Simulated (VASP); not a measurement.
# ZnSe (F-43m) in VASP: a series of runs

Runs on ZnSe. Level: LDA. Tasks: vibrations by perturbation theory, elastic constants.

Program: VASP 6.6.1. These are calculated values, not measurements. Logs are shortened: lines on timing, memory, paths and dates and some standing lists are left out, and cuts for length are marked.

### 1 The cell of the first run

The structure is cubic, space group F-43m (No. 216). The conventional cell has a = 5.214 Å, b = 5.214 Å, c = 5.214 Å, α = 90.00°, β = 90.00°, γ = 90.00°. Within 3.0 Å of Zn (site symmetry -43m) lie 4 Se at 2.26 Å. Within 3.0 Å of Se (site symmetry -43m) lie 4 Zn at 2.26 Å.

### 2 Vibrations by perturbation theory, LDA

The input, INCAR:

```
SYSTEM = ZnSe
ALGO = Normal
EDIFF = 1E-8
ENCUT = 520
GGA = CA
IBRION = 8
ISIF = 2
ISMEAR = 0
LASPH = .TRUE.
LCHARG = .FALSE.
LEPSILON = .TRUE.
LREAL = .FALSE.
LWAVE = .FALSE.
NELM = 60
NSW = 1
PREC = Accurate
SIGMA = 0.01
```

The input, KPOINTS:

```
k-points
0
G
  10 10 10
  0 0 0
```

The input, POSCAR:

```
ZnSe
1.0
    0.0000000000      2.6071828360      2.6071828360
    2.6071828360      0.0000000000      2.6071828360
    2.6071828360      2.6071828360      0.0000000000
Zn Se
1 1
Direct
    0.0000000000      0.0000000000      0.0000000000
    0.7500000000      0.7500000000      0.7500000000
```

Potentials or basis: VASP PAW LDA potentials, release 64 (Zn, Se).

The run is started by

```bash
$ cat potpaw_LDA.64/Zn/POTCAR potpaw_LDA.64/Se/POTCAR > POTCAR
$ mpirun -np 1 vasp_std > vasp.out
```

OUTCAR:

```text
SYSTEM = ZnSe
   EDIFF = 1E-8
   ENCUT = 520
   GGA = CA
   IBRION = 8
   ISIF = 2
   ISMEAR = 0
   LASPH = .TRUE.
   LEPSILON = .TRUE.
   LREAL = .FALSE.
   NELM = 60
   NSW = 1
   PREC = Accurate

 ion  position               nearest neighbor table
   1  0.000  0.000  0.000-   2 2.26   2 2.26   2 2.26   2 2.26
   2  0.750  0.750  0.750-   1 2.26   1 2.26   1 2.26   1 2.26

  LATTYP: Found a face centered cubic cell.
 ALAT       =     5.2143656720

  Lattice vectors:

 A1 = (   0.0000000000,   2.6071828360,   2.6071828360)
 A2 = (   2.6071828360,   0.0000000000,   2.6071828360)
 A3 = (   2.6071828360,   2.6071828360,   0.0000000000)

Analysis of symmetry for initial positions (statically):
=====================================================================
 Subroutine PRICEL returns:
 Original cell was already a primitive cell.

 Routine SETGRP: Setting up the symmetry group for a
 face centered cubic supercell.

 Subroutine GETGRP returns: Found 24 space group operations
 (whereof 24 operations were pure point group operations)
 out of a pool of 48 trial point group operations.

The static configuration has the point symmetry T_d .

Analysis of symmetry for dynamics (positions and initial velocities):
=====================================================================
 Subroutine PRICEL returns:
 Original cell was already a primitive cell.

 Routine SETGRP: Setting up the symmetry group for a
 face centered cubic supercell.

 Subroutine GETGRP returns: Found 24 space group operations
 (whereof 24 operations were pure point group operations)
 out of a pool of 48 trial point group operations.

The dynamic configuration has the point symmetry T_d .

 Subroutine INISYM returns: Found 24 space group operations
 (whereof 24 operations are pure point group operations),
 and found     1 'primitive' translations

----------------------------------------------------------------------------------------

                                     Primitive cell

  volume of cell :      35.4441

  direct lattice vectors                    reciprocal lattice vectors
     0.000000000  2.607182836  2.607182836    -0.191777881  0.191777881  0.191777881
     2.607182836  0.000000000  2.607182836     0.191777881 -0.191777881  0.191777881
     2.607182836  2.607182836  0.000000000     0.191777881  0.191777881 -0.191777881

  length of vectors
     3.687113326  3.687113326  3.687113326     0.332169034  0.332169034  0.332169034

  position of ions in fractional coordinates (direct lattice)
     0.000000000  0.000000000  0.000000000
     0.750000000  0.750000000  0.750000000

  ion indices of the primitive-cell ions
   primitive index   ion index
                 1           1
                 2           2

----------------------------------------------------------------------------------------

 KPOINTS: k-points

Automatic generation of k-mesh.
 Grid dimensions read from file:
 generate k-points for:   10   10   10

 Generating k-lattice:

  Cartesian coordinates                     Fractional coordinates (reciprocal lattice)
[... 533 lines left out ...]
  ---------------------------------------------------
  ---------------------------------------------------
  free energy    TOTEN  =        -0.64646950 eV

  energy without entropy =       -0.64646950

------------------------ aborting loop because EDIFF is reached ----------------------------------------

--------------------------------------- Ionic step        2  -------------------------------------------

------------------------ aborting loop because EDIFF is reached ----------------------------------------

--------------------------------------- Ionic step        3  -------------------------------------------

------------------------ aborting loop because EDIFF is reached ----------------------------------------

 PIEZOELECTRIC TENSOR FIELD DIRECTION 3  (e Angst)
 -----------------------------------------------------------------------------
    -0.00103  1.27324  0.00000           (  0.00000 -0.02555  0.00000)
     1.27324 -0.00103  0.00000           ( -0.02555  0.00000  0.00000)
     0.00000  0.00000  0.00051           (  0.00000  0.00000 -0.00000)

 PIEZOELECTRIC TENSOR FIELD DIRECTION 3  (C/m^2)
 -----------------------------------------------------------------------------
    -0.00046  0.57554  0.00000
     0.57554 -0.00046  0.00000
     0.00000  0.00000  0.00023

--------------------------------------- Ionic step        4  -------------------------------------------

------------------------ aborting loop because EDIFF is reached ----------------------------------------

[... ionic steps 5 to 6 ...]

--------------------------------------- Ionic step        7  -------------------------------------------

 Free energy of the ion-electron system (eV)
  ---------------------------------------------------
  ---------------------------------------------------
  free energy    TOTEN  =        -0.08140567 eV

  energy without entropy =       -0.08140567

------------------------ aborting loop because EDIFF is reached ----------------------------------------

 INTERNAL STRAIN TENSOR  FOR ION    2  DIRECTION 1   (eV/Angst):
 -----------------------------------------------------------------------------
    -0.01741  0.00000  0.00000
     0.00000  0.01688 15.97904
     0.00000 15.97904  0.01688

 MACROSCOPIC STATIC DIELECTRIC TENSOR (including local field effects in DFT)
 ------------------------------------------------------
           7.279020    -0.000000    -0.000000
          -0.000000     7.279020     0.000000
          -0.000000    -0.000000     7.279020
 ------------------------------------------------------

 PIEZOELECTRIC TENSOR (including local field effects)  for field in x, y, z        (e  Angst)
          XX          YY          ZZ          XY          YZ          ZX
  --------------------------------------------------------------------------------
  x     0.00000    -0.00000    -0.00000     0.00000     1.28708     0.00000
  y     0.00000    -0.00000     0.00000     0.00000     0.00000     1.28708
  z     0.00000     0.00000     0.00000     1.28708     0.00000     0.00000

 PIEZOELECTRIC TENSOR (including local field effects)  for field in x, y, z        (C/m^2)
          XX          YY          ZZ          XY          YZ          ZX
  --------------------------------------------------------------------------------
  x     0.00000    -0.00000    -0.00000     0.00000     0.58180     0.00000
  y     0.00000    -0.00000     0.00000     0.00000     0.00000     0.58180
  z     0.00000     0.00000     0.00000     0.58180     0.00000     0.00000

 BORN EFFECTIVE CHARGES (including local field effects) (in |e|, cummulative output)
 ---------------------------------------------------------------------------------
 ion    1
    1     1.65688     0.00000     0.00000
    2     0.00000     1.65688     0.00000
    3    -0.00000     0.00000     1.65688
 ion    2
    1    -1.65688     0.00000     0.00000
    2     0.00000    -1.65688     0.00000
    3     0.00000    -0.00000    -1.65688

 INTERNAL STRAIN TENSOR FOR ION    2 for displacements in x,y,z  (eV/Angst):
          X           Y           Z          XY          YZ          ZX
  --------------------------------------------------------------------------------
  x     0.00000     0.00000     0.00000     0.00000    15.97904     0.00000
  y     0.00000     0.00000     0.00000     0.00000     0.00000    15.97904
  z     0.00000     0.00000     0.00000    15.97904     0.00000     0.00000

 SECOND DERIVATIVES (NOT SYMMETRIZED)
 ------------------------------------
               1X          1Y          1Z          2X          2Y          2Z
  1X   -11.823305    0.000000    0.000000   11.823305    0.000000    0.000000
  1Y     0.000000  -11.823305    0.000000    0.000000   11.823305    0.000000
  1Z     0.000000    0.000000  -11.823305    0.000000    0.000000   11.823305
  2X    11.904856    0.000000    0.000000  -11.904856    0.000000    0.000000
  2Y     0.000000   11.904856    0.000000    0.000000  -11.904856    0.000000
  2Z     0.000000    0.000000   11.904856    0.000000    0.000000  -11.904856

 Eigenvectors and eigenvalues of the dynamical matrix
 ----------------------------------------------------

   1 f  =    9.002174 THz    56.562326 2PiTHz  300.280197 cm-1    37.229983 meV
             X         Y         Z           dx          dy          dz
      0.000000  0.000000  0.000000     0.000000    0.738444    0.000000
      3.910774  3.910774  3.910774     0.000000   -0.674315    0.000000
[... 21 lines left out ...]
   6 f/i=    0.015406 THz     0.096799 2PiTHz    0.513891 cm-1     0.063714 meV
             X         Y         Z           dx          dy          dz
      0.000000  0.000000  0.000000     0.000000    0.000000   -0.674315
      3.910774  3.910774  3.910774     0.000000    0.000000   -0.738444

--------------------------------------------------------------------------------------------------------

 MACROSCOPIC STATIC DIELECTRIC TENSOR IONIC CONTRIBUTION
 ------------------------------------------------------
           1.181314     0.000000    -0.000000
           0.000000     1.181314     0.000000
          -0.000000     0.000000     1.181314
 ------------------------------------------------------

 ELASTIC MODULI CONTR FROM IONIC RELAXATION (kBar)
 Direction    XX          YY          ZZ          XY          YZ          ZX
 --------------------------------------------------------------------------------
 XX          -0.0000      0.0000      0.0000      0.0000      0.0000      0.0000
 YY           0.0000     -0.0000      0.0000      0.0000      0.0000      0.0000
 ZZ           0.0000      0.0000     -0.0000      0.0000      0.0000      0.0000
 XY           0.0000      0.0000      0.0000   -972.7585      0.0000      0.0000
 YZ           0.0000      0.0000      0.0000      0.0000   -972.7585      0.0000
 ZX           0.0000      0.0000      0.0000      0.0000      0.0000   -972.7585
 --------------------------------------------------------------------------------

 PIEZOELECTRIC TENSOR IONIC CONTR  for field in x, y, z        (C/m^2)
          XX          YY          ZZ          XY          YZ          ZX
  --------------------------------------------------------------------------------
  x     0.00000     0.00000     0.00000     0.00000    -1.00869     0.00000
  y     0.00000     0.00000     0.00000     0.00000     0.00000    -1.00869
  z    -0.00000     0.00000     0.00000    -1.00869     0.00000    -0.00000
```

Run time: 6.8 min. Hardware: 1 thread of AMD EPYC 9R45 (Zen 5), shared host; peak memory 0.3 GiB.

What came out:

```yaml
Electronic_dielectric_tensor_diagonal: 7.28
Born_charges_mean_of_the_diagonal: Zn +1.66; Se -1.66 e
Highest_phonon_frequency_at_Γ_LO-TO_splitting_left_out: 300 cm⁻¹
```

Phonon frequencies in cm⁻¹ (negative: imaginary):
```
              q point           frequencies
(0.000, 0.000, 0.000)  -1 -1 -1 300 300 300
```

Electronic dielectric tensor:
```
7.28 0.00 0.00
0.00 7.28 0.00
0.00 0.00 7.28
```

Born effective charge tensors (e):
atom 1, Zn
```
1.66 0.00 0.00
0.00 1.66 0.00
0.00 0.00 1.66
```
atom 2, Se
```
-1.66  0.00  0.00
 0.00 -1.66  0.00
 0.00  0.00 -1.66
```

Caveat: the cell stands under pressure or tension, which shifts response properties.

### 3 Vibrations by perturbation theory, LDA

This run uses another cell than the first one, of 19.18 Å³/atom.

The input, INCAR:

```
PREC = Accurate
ENCUT = 520
EDIFF = 1E-8
ISMEAR = 0
SIGMA = 0.01
LREAL = F
LASPH = T
NELM = 80
ALGO = Normal
ISIF = 2
LWAVE = F
LCHARG = T
IBRION = 8
NSW = 1
LEPSILON = T
```

The input, KPOINTS:

```
Automatic mesh
0
Gamma
  10 10 10
```

The input, POSCAR:

```
ZnSe
1.0
    0.0000000000      2.6768317321      2.6768317321
    2.6768317321      0.0000000000      2.6768317321
    2.6768317321      2.6768317321      0.0000000000
Zn Se
1 1
Direct
    0.0000000000      0.0000000000      0.0000000000
    0.7500000000      0.7500000000      0.7500000000
```

Potentials or basis: VASP PAW LDA potentials, release 64 (Zn, Se).

The run is started by

```bash
$ cat potpaw_LDA.64/Zn/POTCAR potpaw_LDA.64/Se/POTCAR > POTCAR
$ mpirun -np 1 vasp_std > vasp.out
```

OUTCAR:

```text
PREC = Accurate
   ENCUT = 520
   EDIFF = 1E-8
   ISMEAR = 0
   LREAL = F
   LASPH = T
   NELM = 80
   ISIF = 2
   IBRION = 8
   NSW = 1
   LEPSILON = T

 ion  position               nearest neighbor table
   1  0.000  0.000  0.000-   2 2.32   2 2.32   2 2.32   2 2.32
   2  0.750  0.750  0.750-   1 2.32   1 2.32   1 2.32   1 2.32

  LATTYP: Found a face centered cubic cell.
 ALAT       =     5.3536634642
[... 711 lines left out ...]
      0.000000  0.000000  0.000000     0.000000    0.000000   -0.740541
      4.015248  4.015248  4.015248     0.000000   -0.000000    0.672011
[... 21 lines left out ...]
   6 f/i=    0.011223 THz     0.070518 2PiTHz    0.374366 cm-1     0.046416 meV
             X         Y         Z           dx          dy          dz
      0.000000  0.000000  0.000000     0.648124   -0.164055    0.067965
      4.015248  4.015248  4.015248     0.714219   -0.180785    0.074896

--------------------------------------------------------------------------------------------------------

 MACROSCOPIC STATIC DIELECTRIC TENSOR IONIC CONTRIBUTION
 ------------------------------------------------------
           1.612028    -0.000000     0.000000
          -0.000000     1.612028    -0.000000
           0.000000    -0.000000     1.612028
 ------------------------------------------------------

 ELASTIC MODULI CONTR FROM IONIC RELAXATION (kBar)
 Direction    XX          YY          ZZ          XY          YZ          ZX
 --------------------------------------------------------------------------------
 XX          -0.0000      0.0000      0.0000      0.0000     -0.0000     -0.0000
 YY           0.0000     -0.0000      0.0000     -0.0000      0.0000     -0.0000
 ZZ           0.0000      0.0000     -0.0000     -0.0000      0.0000      0.0000
 XY           0.0000     -0.0000     -0.0000   -594.1761      0.0000      0.0000
 YZ          -0.0000      0.0000      0.0000      0.0000   -594.1761      0.0000
 ZX          -0.0000     -0.0000      0.0000      0.0000      0.0000   -594.1761
 --------------------------------------------------------------------------------

 PIEZOELECTRIC TENSOR IONIC CONTR  for field in x, y, z        (C/m^2)
          XX          YY          ZZ          XY          YZ          ZX
  --------------------------------------------------------------------------------
  x    -0.00000     0.00000     0.00000    -0.00000    -0.92091    -0.00000
  y    -0.00000    -0.00000     0.00000     0.00000     0.00000    -0.92091
  z     0.00000    -0.00000    -0.00000    -0.92091     0.00000     0.00000
```

stdout:

```text
POSCAR found type information on POSCAR ZnSe
 POSCAR found :  2 types and       2 ions
 scaLAPACK will be used
 LDA part: xc-table for (Slater(with rela. corr.)+CA(PZ))
 , standard interpolation
 POSCAR, INCAR and KPOINTS ok, starting setup
 FFT: planning ... GRIDC
 FFT: planning ... GRID_SOFT
 FFT: planning ... GRID
 WAVECAR not read
 entering main loop
[... 23 lines left out ...]
  Direction:   3
 dielectric tensor                  component  3 :     1.181     1.309     7.329
 Linear response DOF=           2
 Linear response progress:
 first order change of Fermi-energy  -0.22259E+00
 force on displaced ion       1 direction 1 :  -9.374  -0.000  -0.000
 Born effective charge ion    1 direction 1 :   1.780   0.000   0.000
 Linear response progress:
 first order change of Fermi-energy   0.22281E+00
 force on displaced ion       2 direction 1 :  -9.321   0.000   0.000
 Born effective charge ion    2 direction 1 :  -1.793   0.000   0.000
 Born effective charges drift removed
 Linear response finished
```

Run time: 6 min. Hardware: 1 thread of AMD EPYC 9R45 (Zen 5), shared host; peak memory 0.31 GiB.

Results:

- Electronic dielectric tensor (diagonal): 7.33
- Born charges (mean of the diagonal): Zn +1.79; Se -1.79 e
- Highest phonon frequency at Γ, LO-TO splitting left out: 267 cm⁻¹

Phonon frequencies in cm⁻¹ (negative: imaginary):
| q point | frequencies |
| --- | --- |
| (0.000, 0.000, 0.000) | 0 0 0 267 267 267 |

Electronic dielectric tensor:
```
7.33 0.00 0.00
0.00 7.33 0.00
0.00 0.00 7.33
```

Born effective charge tensors (e):
atom 1, Zn
```
1.79 0.00 0.00
0.00 1.79 0.00
0.00 0.00 1.79
```
atom 2, Se
```
-1.79  0.00  0.00
 0.00 -1.79  0.00
 0.00  0.00 -1.79
```

Caveat: the cell stands under pressure or tension, which shifts response properties.

(Part 1 of 2 ends here.)
